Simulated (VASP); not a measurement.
## Os: single point with LDA

The system is Os.

```
Os
1.0
     2.67829    0.00000    0.00000
    -1.33914    2.31946    0.00000
     0.00000    0.00000    4.23152
Os
2
Direct
  0.66667 0.33333 0.75000
  0.33333 0.66667 0.25000
```

```
Program                : VASP 6.6.1
Task                   : single point
Functional             : LDA
Potentials or basis    : VASP PAW LDA potentials, release 64 (Os)
Cutoff                 : 520 eV
k mesh                 : 11 × 11 × 6
Occupations            : fermi-dirac, width 0.05 eV
Spin                   : no spin polarisation
Dipole correction      : no
Further INCAR settings : ALGO = Normal; EDIFF = 1e-06; NBANDS = 15
```

```yaml
Pressure: 22.2 GPa
Band_gap_on_the_k_mesh: zero (bands 8 and 9 overlap by 4.29 eV)
```

Stress tensor (GPa, compression positive):
```
21.71  0.00  0.00
 0.00 21.71  0.00
 0.00  0.00 23.13
```

Levels at points of the mesh, in eV from the Fermi level:
```tsv
k point	band 5	band 6	band 7	band 8	band 9	band 10	band 11	band 12
(0.00, 0.00, 0.00)	-3.03	-2.38	-2.38	-1.66	-1.66	0.23	1.90	1.90
(0.00, 0.00, 0.50)	-3.52	-3.52	-3.52	-3.52	1.05	1.05	1.05	1.05
```

Run time: 21 s on 1 thread of AMD EPYC 7R43 64-Core Processor (Zen 3) (shared host), peak memory 0.1 GiB.

Caveat: the cell stands under pressure; spin-orbit coupling is left out, which moves the levels of the heavy elements.
